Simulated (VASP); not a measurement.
# Sr (Im-3m) in VASP: further runs

Aim: see how the results for Sr move with the level of theory and the settings. Levels: LDA, PBEsol, PBE. Tasks: electric field gradients.

Everything below comes from runs of VASP 6.6.1. Logs are shortened: lines on timing, memory, paths and dates and some standing lists are left out, and cuts for length are marked.

## Step 1: The cell of the first run

Symmetry: Im-3m, No. 229, cubic system. The conventional cell has a = 4.804 Å, b = 4.804 Å, c = 4.804 Å, α = 90.00°, β = 90.00°, γ = 90.00°. Sr (site symmetry m-3m) has 14 Sr at 4.16 to 4.80 Å within 5.5 Å.

## Step 2: Electric field gradients, LDA

Contents of INCAR:

```
SYSTEM = Sr
ALGO = Normal
EDIFF = 1E-8
ENCUT = 520
GGA = CA
ISIF = 2
ISMEAR = -1
LASPH = .True.
LCHARG = .False.
LEFG = .True.
LREAL = .False.
LWAVE = .False.
NBANDS = 11
NELM = 100
PREC = Accurate
SIGMA = 0.05
```

Contents of KPOINTS:

```
k-points
0
Gamma
  10 10 10
  0 0 0
```

Contents of POSCAR:

```
Sr
1.0
   -2.4022136893      2.4022136893      2.4022136893
    2.4022136893     -2.4022136893      2.4022136893
    2.4022136893      2.4022136893     -2.4022136893
Sr
1
Direct
    0.0000000000      0.0000000000      0.0000000000
```

Potentials or basis: VASP PAW LDA potentials, release 64 (Sr_sv).

Run with:

```sh
> cat potpaw_LDA.64/Sr_sv/POTCAR > POTCAR
> mpirun -np 1 vasp_std > vasp.out
```

OUTCAR:

```text
SYSTEM = Sr
   EDIFF = 1E-8
   ENCUT = 520
   GGA = CA
   ISIF = 2
   ISMEAR = -1
   LASPH = .True.
   LREAL = .False.
   NELM = 100
   PREC = Accurate

 ion  position               nearest neighbor table
   1  0.000  0.000  0.000-

  LATTYP: Found a body centered cubic cell.
 ALAT       =     4.8044273786

  Lattice vectors:

 A1 = (  -2.4022136893,   2.4022136893,   2.4022136893)
 A2 = (   2.4022136893,  -2.4022136893,   2.4022136893)
 A3 = (   2.4022136893,   2.4022136893,  -2.4022136893)

Analysis of symmetry for initial positions (statically):
=====================================================================
 Subroutine PRICEL returns:
 Original cell was already a primitive cell.

 Routine SETGRP: Setting up the symmetry group for a
 body centered cubic supercell.

 Subroutine GETGRP returns: Found 48 space group operations
 (whereof 48 operations were pure point group operations)
 out of a pool of 48 trial point group operations.

The static configuration has the point symmetry O_h .

Analysis of symmetry for dynamics (positions and initial velocities):
=====================================================================
 Subroutine PRICEL returns:
 Original cell was already a primitive cell.

 Routine SETGRP: Setting up the symmetry group for a
 body centered cubic supercell.

 Subroutine GETGRP returns: Found 48 space group operations
 (whereof 48 operations were pure point group operations)
 out of a pool of 48 trial point group operations.

The dynamic configuration has the point symmetry O_h .

 Subroutine INISYM returns: Found 48 space group operations
 (whereof 48 operations are pure point group operations),
 and found     1 'primitive' translations

----------------------------------------------------------------------------------------

                                     Primitive cell

  volume of cell :      55.4492

  direct lattice vectors                    reciprocal lattice vectors
    -2.402213689  2.402213689  2.402213689     0.000000000  0.208141350  0.208141350
     2.402213689 -2.402213689  2.402213689     0.208141350  0.000000000  0.208141350
     2.402213689  2.402213689 -2.402213689     0.208141350  0.208141350  0.000000000

  length of vectors
     4.160756161  4.160756161  4.160756161     0.294356320  0.294356320  0.294356320

  position of ions in fractional coordinates (direct lattice)
     0.000000000  0.000000000  0.000000000

  ion indices of the primitive-cell ions
   primitive index   ion index
                 1           1

----------------------------------------------------------------------------------------

 KPOINTS: k-points

Automatic generation of k-mesh.
 Grid dimensions read from file:
 generate k-points for:   10   10   10

 Generating k-lattice:

  Cartesian coordinates                     Fractional coordinates (reciprocal lattice)
     0.000000000  0.020814135  0.020814135     0.100000000  0.000000000  0.000000000
     0.020814135  0.000000000  0.020814135     0.000000000  0.100000000  0.000000000
     0.020814135  0.020814135  0.000000000     0.000000000  0.000000000  0.100000000

  Length of vectors
     0.029435632  0.029435632  0.029435632

  Shift w.r.t. Gamma in fractional coordinates (k-lattice)
     0.000000000  0.000000000  0.000000000

 Subroutine IBZKPT returns following result:
 ===========================================

 Found     47 irreducible k-points:

 Following reciprocal coordinates:
            Coordinates               Weight
  0.000000  0.000000  0.000000      1.000000
  0.100000  0.000000  0.000000     12.000000
  0.200000  0.000000  0.000000     12.000000
  0.300000  0.000000  0.000000     12.000000
  0.400000  0.000000  0.000000     12.000000
  0.500000  0.000000  0.000000      6.000000
[... 16 lines left out ...]
  0.300000  0.300000  0.100000      8.000000
 -0.300000  0.300000  0.100000     24.000000
 [... further k-points ...]
   k-points           NKPTS =     47   k-points in BZ     NKDIM =     47   number of bands    NBANDS=     11
   number of dos      NEDOS =    301   number of ions     NIONS =      1
   total plane-waves  NPLWV =  32768
   dimension x,y,z NGX =    32 NGY =   32 NGZ =   32
   dimension x,y,z NGXF=    64 NGYF=   64 NGZF=   64
   ions per type =               1
   NGX,Y,Z   is equivalent  to a cutoff of  12.79, 12.79, 12.79 a.u.
   NGXF,Y,Z  is equivalent  to a cutoff of  25.57, 25.57, 25.57 a.u.
 SYSTEM =  Sr
   PREC   = accura    normal or accurate (medium, high low for compatibility)
   ISTART =      0    job   : 0-new  1-cont  2-samecut
   ICHARG =      2    charge: 1-file 2-atom 10-const
   ISPIN  =      1    spin polarized calculation?
   LNONCOLLINEAR =      F non collinear calculations
   LSORBIT =      F    spin-orbit coupling
   LASPH  =      T    aspherical Exc in radial PAW
   ENCUT  =  520.0 eV  38.22 Ry    6.18 a.u.   7.74  7.74  7.74*2*pi/ulx,y,z
   NELM   =    100;   NELMIN=  2; NELMDL= -5     # of ELM steps
   EDIFF  = 0.1E-07   stopping-criterion for ELM
   LREAL  =      F    real-space projection
   EDIFFG = 0.1E-06   stopping-criterion for IOM
   NSW    =      0    number of steps for IOM
   IBRION =     -1    ionic relax: 0-MD 1-quasi-New 2-CG
   NFREE  =      0    steps in history (QN), initial steepest desc. (CG)
   ISIF   =      2    stress and relaxation
   ISYM   =      2    0-nonsym 1-usesym 2-fastsym
   POTIM  = 0.5000    time-step for ionic-motion
   TEBEG  =    0.0;   TEEND  =   0.0 temperature during run
   PSTRESS=    0.0 pullay stress
   NELECT =      10.0000    total number of electrons
   NUPDOWN=      -1.0000    fix difference up-down
   EMIN   =  10.00;   EMAX   =-10.00  energy-range for DOS
   EFERMI =   0.00;   METHOD = LEGACY
   ISMEAR =    -1;   SIGMA  =   0.05  broadening in eV -4-tet -1-fermi 0-gaus
   EFERMI_NEDOS =   21; number of points for ismear=-14 and -15
   IALGO  =     38    algorithm
   IMIX   =      4    mixing-type and parameters
     AMIX     =   0.40;   BMIX     =  1.00
     AMIX_MAG =   1.60;   BMIX_MAG =  1.00
  volume/ion in A,a.u.               =      55.45       374.19
  Fermi-wavevector in a.u.,A,eV,Ry     =   0.924932  1.747868 11.639776  0.855499
  Thomas-Fermi vector in A             =   2.050732
   LORBIT       =      0    0 simple, 1 ext, 2 COOP (PROOUT), +10 PAW based schemes
   GGA     = CA    functional components
   LHFCALC =     F    Hartree Fock is set to
   AEXX    =    0.0000 exact exchange contribution
   IVDW    =     0    specifies the selected vdW correction
   LEPSILON=     F    determine dielectric tensor
   LRPA    =     F    only Hartree local field effects (RPA)
 non-spin polarized calculation
  energy-cutoff  :      520.00
  volume of cell :       55.45
 maximum number of plane-waves:      1508
   NGX = 15   NGY = 15   NGZ = 15

 number of electron      10.0000000 magnetization

 Free energy of the ion-electron system (eV)
  ---------------------------------------------------
  ext. energy  EPLUGINS =         0.00000000
  ---------------------------------------------------
  free energy    TOTEN  =        -1.86120952 eV

  energy without entropy =       -1.85258795  energy(sigma->0) =       -1.85689874

 E-fermi :   1.4103     XC(G=0):  -7.5300

 val. band max:        1.3715700379   @ k =   0.5000   0.5000   0.3000
 cond. band min:       1.4745247713   @ k =  -0.4000   0.4000   0.4000
 fundamental gap:      0.1029547334
 Fermi energy:         1.4102716865

 k-point     1 :       0.0000    0.0000    0.0000
  band No.  band energies     occupation
      1     -35.0813      2.00000
      2     -17.0637      2.00000
      3     -17.0637      2.00000
      4     -17.0637      2.00000
      5      -2.2500      2.00000
      6       3.6397      0.00000
      7       3.6397      0.00000
      8       3.6397      0.00000
      9       4.9772      0.00000
     10       4.9772      0.00000
     11       9.5037      0.00000

 k-point     2 :       0.1000    0.0000    0.0000
  band No.  band energies     occupation
      1     -35.0798      2.00000
      2     -17.0832      2.00000
      3     -17.0701      2.00000
      4     -17.0637      2.00000
      5      -2.0804      2.00000
      6       3.4981      0.00000
      7       3.5356      0.00000
      8       3.8033      0.00000
      9       4.7848      0.00000
     10       4.9718      0.00000
     11       9.6622      0.00000

 k-point     3 :       0.2000    0.0000    0.0000
  band No.  band energies     occupation
      1     -35.0760      2.00000
      2     -17.1335      2.00000
      3     -17.0868      2.00000
      4     -17.0637      2.00000
      5      -1.5951      2.00000
      6       3.0942      0.00000
      7       3.1751      0.00000
      8       4.2843      0.00000
      9       4.6748      0.00000
     10       4.9952      0.00000
     11       9.6081      0.00000

 k-point     4 :       0.3000    0.0000    0.0000
  band No.  band energies     occupation
      1     -35.0713      2.00000
      2     -17.1946      2.00000
      3     -17.1073      2.00000
      4     -17.0636      2.00000
      5      -0.8720      2.00000
      6       2.4764      0.00000
      7       2.8415      0.00000
      8       4.7939      0.00000
      9       5.0478      0.00000
     10       5.1100      0.00000
     11       8.4456      0.00000

 k-point     5 :       0.4000    0.0000    0.0000
  band No.  band energies     occupation
      1     -35.0675      2.00000
      2     -17.2431      2.00000
      3     -17.1237      2.00000
      4     -17.0636      2.00000
      5      -0.0811      2.00000
      6       1.9423      0.00005
      7       2.6079      0.00000
      8       4.8326      0.00000
      9       5.3114      0.00000
     10       5.9972      0.00000
     11       7.4308      0.00000
[... 211 lines left out ...]
 k-point    21 :       0.3000    0.2000    0.1000
  band No.  band energies     occupation
      1     -35.0656      2.00000
      2     -17.2201      2.00000
      3     -17.1519      2.00000
      4     -17.0986      2.00000
      5       0.9464      1.99981
      6       1.7276      0.00350
      7       2.0545      0.00001
      8       4.9857      0.00000
      9       5.3815      0.00000
     10       5.5873      0.00000
     11       7.1427      0.00000

 k-point    22 :      -0.2000    0.2000    0.1000
  band No.  band energies     occupation
      1     -35.0747      2.00000
      2     -17.1334      2.00000
      3     -17.0935      2.00000
      4     -17.0794      2.00000
      5      -1.4358      2.00000
      6       3.1472      0.00000
      7       3.2723      0.00000
      8       4.0530      0.00000
      9       4.2430      0.00000
     10       5.3340      0.00000
     11       9.2420      0.00000

 k-point    23 :       0.3000    0.3000    0.1000
  band No.  band energies     occupation
      1     -35.0651      2.00000
      2     -17.1880      2.00000
      3     -17.1880      2.00000
      4     -17.1048      2.00000
      5       1.5785      0.06689
      6       1.6625      0.01281
      7       1.6625      0.01281
      8       4.7629      0.00000
      9       5.3891      0.00000
     10       5.3891      0.00000
     11       7.7014      0.00000

 k-point    24 :      -0.3000    0.3000    0.1000
  band No.  band energies     occupation
      1     -35.0701      2.00000
      2     -17.1919      2.00000
      3     -17.1143      2.00000
      4     -17.0786      2.00000
      5      -0.7226      2.00000
      6       2.4904      0.00000
      7       2.9675      0.00000
      8       4.2083      0.00000
      9       4.9965      0.00000
     10       5.3607      0.00000
     11       8.1109      0.00000

 [... further k-points ...]
[... 5 lines left out ...]
  --------------------------------------------------------------------------------------
  -------------------------------------------------------------------------------------
  Total       -0.5691683     -0.5691683     -0.5691683     -0.0000000     -0.0000000      0.0000000
  in kB      -16.4458536    -16.4458536    -16.4458536     -0.0000000     -0.0000000      0.0000000
  external PRESSURE =     -16.4458536 kB  Pullay stress =       0.0000000 kB

 VOLUME and BASIS-vectors are now :
 -----------------------------------------------------------------------------
  energy-cutoff  :      520.00
  volume of cell :       55.45
      direct lattice vectors                 reciprocal lattice vectors
    -2.402213689  2.402213689  2.402213689     0.000000000  0.208141350  0.208141350
     2.402213689 -2.402213689  2.402213689     0.208141350  0.000000000  0.208141350
     2.402213689  2.402213689 -2.402213689     0.208141350  0.208141350  0.000000000

 POSITION                                       TOTAL-FORCE (eV/Angst)
 -----------------------------------------------------------------------------------
      0.00000      0.00000      0.00000         0.000000     -0.000000      0.000000
 -----------------------------------------------------------------------------------
    total drift:                                0.000000      0.000000     -0.000000

  FREE ENERGIE OF THE ION-ELECTRON SYSTEM (eV)
  ---------------------------------------------------
  free  energy   TOTEN  =        -1.8612095230 eV

  energy  without entropy=       -1.8525879479  energy(sigma->0) =       -1.85689874

 Electric field gradients (V/A^2)
---------------------------------------------------------------------
 ion       V_xx      V_yy      V_zz      V_xy      V_xz      V_yz
---------------------------------------------------------------------
   1       0.000    -0.000     0.000    -0.000    -0.000    -0.000
---------------------------------------------------------------------

 Electric field gradients after diagonalization (V/A^2)
 (convention: |V_zz| > |V_xx| > |V_yy|)
----------------------------------------------------------------------
 ion       V_xx      V_yy      V_zz     asymmetry (V_yy - V_xx)/ V_zz
----------------------------------------------------------------------
   1       0.000     0.000    -0.000       0.000
----------------------------------------------------------------------

           NMR quadrupolar parameters

 Cq : quadrupolar parameter    Cq=e*Q*V_zz/h
 eta: asymmetry parameters     (V_yy - V_xx)/ V_zz
 Q  : nuclear electric quadrupole moment in mb (millibarn)
----------------------------------------------------------------------
 ion       Cq(MHz)       eta       Q (mb)
----------------------------------------------------------------------
   1      -0.000       0.000       1.000
----------------------------------------------------------------------
```

Wall time 36 s (1 thread of AMD EPYC, shared host); peak memory 0.13 GiB.

What came out:

```
Free energy            : -1.8612 eV
Pressure               : -1.6 GPa
Band gap on the k mesh : zero (band 5 reaches 1.58 eV, above the bottom of band 6 at 1.25 eV)
```

Levels at points of the mesh, in eV from the Fermi level:
| k point | band 3 | band 4 | band 5 | band 6 | band 7 | band 8 |
| --- | --- | --- | --- | --- | --- | --- |
| (0.00, 0.00, 0.00) | -18.47 | -18.47 | -3.66 | 2.23 | 2.23 | 2.23 |
| (0.50, 0.00, 0.00) | -18.54 | -18.47 | -1.06 | 0.26 | 1.11 | 3.35 |
| (0.50, 0.50, 0.50) | -18.62 | -18.62 | -0.16 | -0.16 | 3.57 | 3.57 |

Caveat: without QUAD_EFG the Cq values of the log hold for a quadrupole moment of 1 mb, not for the nuclei.

[end of part 1 of 2]
